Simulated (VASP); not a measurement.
Wanted: the native input for a VASP 6.6.1 run.

| Item | Value |
| --- | --- |
| Task | single point |
| Functional | PBE |
| Potentials or basis | VASP PAW PBE potentials, release 64 (Hg, Te) |
| Cutoff | 520 eV |
| k mesh | 6 × 6 × 4 |
| Occupations | fermi-dirac, width 0.02 eV |
| Spin | no spin polarisation |
| Dipole correction | no |
| Further INCAR settings | ALGO = Normal; EDIFF = 1e-06; NBANDS = 26 |

The structure of HgTe lies in POSCAR:

```
HgTe
1.0
    4.8195130806      0.0000000000      0.0000000000
   -2.4097565403      4.1738207616      0.0000000000
    0.0000000000      0.0000000000      7.1962066037
Hg Te
2 2
Direct
    0.3333333333      0.6666666667      0.2500000000
    0.6666666667      0.3333333333      0.7500000000
    0.6666666667      0.3333333333      0.2500000000
    0.3333333333      0.6666666667      0.7500000000
```

The input as run:

INCAR

```
SYSTEM = HgTe
ALGO     = Normal         ! electronic algorithm
EDIFF    = 1E-6           ! SCF threshold, eV
ENCUT    = 520            ! plane-wave cutoff, eV
GGA      = PE             ! functional
ISIF     = 2              ! what is computed and relaxed
ISMEAR   = -1             ! smearing method
LASPH    = .TRUE.         ! aspherical terms in the spheres
LCHARG   = .TRUE.         ! write CHGCAR
LELF     = .TRUE.         ! ELF
LREAL    = .FALSE.        ! projectors in reciprocal space
LVHAR    = .TRUE.       
LWAVE    = .FALSE.        ! write WAVECAR
NBANDS   = 26             ! bands
NELM     = 60             ! most SCF steps
PREC     = Accurate       ! precision mode
SIGMA    = 0.02           ! smearing width, eV
```

KPOINTS

```
k-points
0
G
  6 6 4
  0 0 0
```

Potentials or basis: VASP PAW PBE potentials, release 64 (Hg, Te).

Run with:

```bash
$ cat potpaw_PBE.64/Hg/POTCAR potpaw_PBE.64/Te/POTCAR > POTCAR
$ mpirun -np 1 vasp_std > vasp.out
```

Results of the run:

```
Pressure               : 1.3 GPa
Band gap on the k mesh : zero (bands 18 and 19 overlap by 0.13 eV)
```

Caveat: semilocal functionals underestimate gaps, so a narrow gap can read as zero; spin-orbit coupling is left out, which moves the levels of the heavy elements.

Wall time 81 s on 1 thread of Intel(R) Xeon(R) Platinum 8559C (Emerald Rapids), on a shared host, peak memory 0.28 GiB.
